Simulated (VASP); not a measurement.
Crystal: Ru.

```
CELL_PARAMETERS angstrom
2.72356 0.00000 0.00000
-1.36178 2.35867 0.00000
0.00000 0.00000 4.28908
ATOMIC_POSITIONS crystal
Ru 0.33333 0.66667 0.25000
Ru 0.66667 0.33333 0.75000
```

Base run:

- Program: VASP 6.6.1
- Functional: PBE
- Potentials or basis: VASP PAW PBE potentials, release 64 (Ru_pv)
- Cutoff: 520 eV
- k mesh: 13 × 13 × 7
- Occupations: fermi-dirac, width 0.3 eV
- Spin: no spin polarisation

Its results: band gap on the k mesh zero (band 14 reaches 14.01 eV, above the bottom of band 15 at 11.07 eV); pressure 2.4 GPa.

Task: The run is repeated on the same cell with these changes: occupations from fermi-dirac, width 0.3 eV to methfessel-paxton, width 0.2 eV. What comes out?

Result: Band gap on the k mesh zero (band 14 reaches 13.98 eV, above the bottom of band 15 at 11.05 eV); pressure -0.3 GPa.
